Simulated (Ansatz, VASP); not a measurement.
**Two plane-wave programs on ZnS**

```
Zn S
1.0
     1.90363    1.09906    9.35413
    -1.90363    1.09906    9.35413
     0.00000   -2.19812    9.35413
Zn S
3 3
Direct
  0.99998 0.99998 0.99998
  0.22228 0.22228 0.22228
  0.44458 0.44458 0.44458
  0.08326 0.08326 0.08326
  0.52783 0.52783 0.52783
  0.30539 0.30539 0.30539
```

Alike in both runs: functional r2SCAN; k mesh 6 × 6 × 6; occupations gaussian, width 0.02 eV; no spin polarisation.

Ansatz relaxed the structure, and its values are those at the end. VASP's run is a single point on that final structure, the one shown.

|  | VASP | Ansatz |
| --- | --- | --- |
| version | VASP 6.6.1 | Ansatz 0.2.0 |
| potentials or method | VASP PAW PBE potentials, release 64 (Zn, S), cutoff 520 eV | scalar-relativistic, plane waves, PAW |
| valence electrons in the cell | 54 | 54 |

|  | VASP | Ansatz | Ansatz less VASP |
| --- | --- | --- | --- |
| gap on the k mesh at the Fermi level (eV) | 2.76 | 2.75 | -0.010 |
| least direct gap on the mesh (eV) | 2.76 | 2.75 | -0.010 |
| pressure (GPa) | 0.1 | 0.0 | -0.03 |

VASP's potentials were made for PBE, not for r2SCAN.
